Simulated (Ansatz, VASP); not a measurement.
# CdTe3 in VASP and in Ansatz

POSCAR

```
CdTe3
1.0
    6.0750890000      0.0000000000      0.0000000000
    0.0000000000      6.0750890000      0.0000000000
    0.0000000000      0.0000000000      6.0750890000
Cd Te
1 3
Direct
    0.0000000000      0.0000000000      0.0000000000
    0.5000000000      0.0000000000      0.5000000000
    0.0000000000      0.5000000000      0.5000000000
    0.5000000000      0.5000000000      0.0000000000
```

Contents of INCAR.step1:

```
SYSTEM = CdTe3
PREC = Accurate
ENCUT = 520
ISMEAR = -1
SIGMA = 0.0145
LREAL = .False.
LASPH = .True.
NELM = 80
NBANDS = 23
GGA = PE
ALGO = Normal
EDIFF = 1E-4
LWAVE = .True.
LCHARG = .False.
```

The input INCAR.step2:

```
SYSTEM = CdTe3
PREC = Accurate
ENCUT = 520
EDIFF = 1E-6
ISMEAR = -1
SIGMA = 0.0145
LREAL = .False.
LASPH = .True.
NELM = 80
ALGO = Normal
ISIF = 2
LWAVE = .False.
LCHARG = .False.
METAGGA = R2SCAN
LMIXTAU = .True.
NBANDS = 23
ISTART = 1
```

Contents of KPOINTS:

```
Automatic mesh
0
Gamma
  4 4 4
  0 0 0
```

Input for Ansatz:

```yaml
crystal:
  lattice:
    - [6.075089, 0.0, 0.0]
    - [0.0, 6.075089, 0.0]
    - [0.0, 0.0, 6.075089]
  atoms:
    - { symbol: Cd, position: [0.0, 0.0, 0.0] }
    - { symbol: Te, position: [0.5, 0.0, 0.5] }
    - { symbol: Te, position: [0.0, 0.5, 0.5] }
    - { symbol: Te, position: [0.5, 0.5, 0.0] }
  symmetry: { tolerance: 0.0003 }
kpoints:
  mp_grid: { grid: [4, 4, 4], shift: [0, 0, 0] }
  band_path:
    path:
      - [0.0, 0.0, 0.0]
      - [0.0, 0.5, 0.0]
      - [0.5, 0.5, 0.0]
      - [0.0, 0.0, 0.0]
      - [0.5, 0.5, 0.5]
      - [0.0, 0.5, 0.0]
      - [0.5, 0.5, 0.5]
      - [0.5, 0.5, 0.0]
    npoints: 8
magnetization:
  spin_polarized: false
scf:
  occupations: { method: fermi_dirac, width: 0.0145 }
  lower_state_search: "off"
  max_iter: 200
hamiltonian:
  pseudopotentials: { kind: paw }
  xc: r2scan
basis:
  ecutwfc: 500
  fft_grid_basis: typed
output:
  forces: true
  stress: true
  eigenvalues: true
  bader: true
  populations: true
  elf: true
  write_potential: true
  volumetric_format: npy
  dos:
    e_range: [-12, 8]
    de: 0.05
    projected: { site_lists: { Cd: [Cd], Te: [Te] } }
checkpoint:
  read: saved_state
```

Alike in both runs: task single point; functional r2SCAN; k mesh 4 × 4 × 4; occupations fermi-dirac, width 0.0145 eV; no spin polarisation.

|  | VASP | Ansatz |
| --- | --- | --- |
| version | VASP 6.6.1 | Ansatz 0.2.0 |
| potentials or method | VASP PAW PBE potentials, release 64 (Cd, Te), cutoff 520 eV | PAW plane waves |
| valence electrons in the cell | 30 | 68 |

```csv
,VASP,Ansatz,Ansatz less VASP
pressure (GPa),-5.7,-5.7,0.00
```

VASP's potentials were made for PBE, not for r2SCAN. With one functional, cell and mesh, what is left measures potentials, basis and numerics. VASP's potentials hold 30 valence electrons a cell and Ansatz's 68, so a difference there can come from the potentials and not from the codes.

Spin-orbit coupling is off throughout.
